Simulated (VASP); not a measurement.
Set up this calculation in VASP 6.6.1, as the native input.

* Task: single point
* Functional: PBE
* Dispersion: D3(BJ)
* Potentials or basis: VASP PAW PBE potentials, release 64 (Ba_sv, O)
* Cutoff: 600 eV
* k mesh: 8 × 8 × 8
* Occupations: gaussian, width 0.01 eV
* Spin: no spin polarisation
* Dipole correction: no
* Further INCAR settings: ALGO = Normal; EDIFF = 1e-06; NBANDS = 15

The structure of BaO lies in POSCAR:

```
BaO
1.0
    0.0000000000      2.8214603120      2.8214603120
    2.8214603120      0.0000000000      2.8214603120
    2.8214603120      2.8214603120      0.0000000000
Ba O
1 1
Direct
    0.0000000000      0.0000000000      0.0000000000
    0.5000000000      0.5000000000      0.5000000000
```

One way to write it, as run:

INCAR

```
SYSTEM = BaO
  PREC = Accurate
  ENCUT = 600
  EDIFF = 1E-6
  ISMEAR = 0
  SIGMA = 0.01
  LREAL = .False.
  LASPH = .True.
  NELM = 120
  ALGO = Normal
  ISIF = 2
  LWAVE = .False.
  LCHARG = .True.
  GGA = PE
  IVDW = 12
  LELF = .True.
  LVHAR = .True.
  NBANDS = 15
  GGA_COMPAT = .False.
```

KPOINTS

```
regular mesh
0
Gamma
  8 8 8
  0 0 0
```

Potentials or basis: VASP PAW PBE potentials, release 64 (Ba_sv, O).

Command:

```bash
$ cat potpaw_PBE.64/Ba_sv/POTCAR potpaw_PBE.64/O/POTCAR > POTCAR
$ mpirun -np 1 vasp_std > vasp.out
```

It gave:

```yaml
Pressure: -2.6 GPa
Band_gap_on_the_k_mesh: 2.15 eV, direct
Dispersion_energy_per_atom: -0.214 eV
```

Caveat: spin-orbit coupling is left out, which moves the levels of the heavy elements.

It took 23 s on 1 thread of Intel(R) Xeon(R) Platinum 8375C CPU @ 2.90GHz (Ice Lake), on a shared host, peak memory 0.19 GiB.
